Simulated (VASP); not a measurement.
Write the native input for VASP 6.6.1 that does the following.

```yaml
Task: single point
Functional: PBEsol
Potentials_or_basis: VASP PAW PBE potentials, release 64 (Sb)
Cutoff: 520 eV
k_mesh: 7 × 7 × 7
Occupations: gaussian, width 0.05 eV
Spin: no spin polarisation
Dipole_correction: no
Further_INCAR_settings: ALGO = Normal; EDIFF = 1e-06; NBANDS = 8
```

The structure of Sb lies in POSCAR:

```
Sb
1.0
    3.1600000000      0.0000000000      0.0000000000
    0.0000000000      3.1600000000      0.0000000000
    0.0000000000      0.0000000000      3.1600000000
Sb
1
Direct
    0.0000000000      0.0000000000      0.0000000000
```

The input as run:

INCAR

```
PREC = Accurate ; ENCUT = 520
EDIFF = 1E-6 ; ISMEAR = 0
SIGMA = 0.05 ; LREAL = False
LASPH = True ; NELM = 60
ALGO = Normal ; ISIF = 2
LWAVE = False ; LCHARG = False
GGA = PS ; NBANDS = 8
```

KPOINTS

```
regular mesh
0
Gamma
  7 7 7
```

Potentials or basis: VASP PAW PBE potentials, release 64 (Sb).

The run is started by

```bash
$ cat potpaw_PBE.64/Sb/POTCAR > POTCAR
$ mpirun -np 1 vasp_std > vasp.out
```

It gave:

```json
{
 "Pressure": "-4.7 GPa"
}
```

Caveat: the PAW data sets were made with another functional, which shifts forces and pressure a little.

It took 2.4 s on 1 thread of AMD EPYC 9R45 96-Core Processor (Zen 5), with other jobs on the host, peak memory 0.1 GiB.
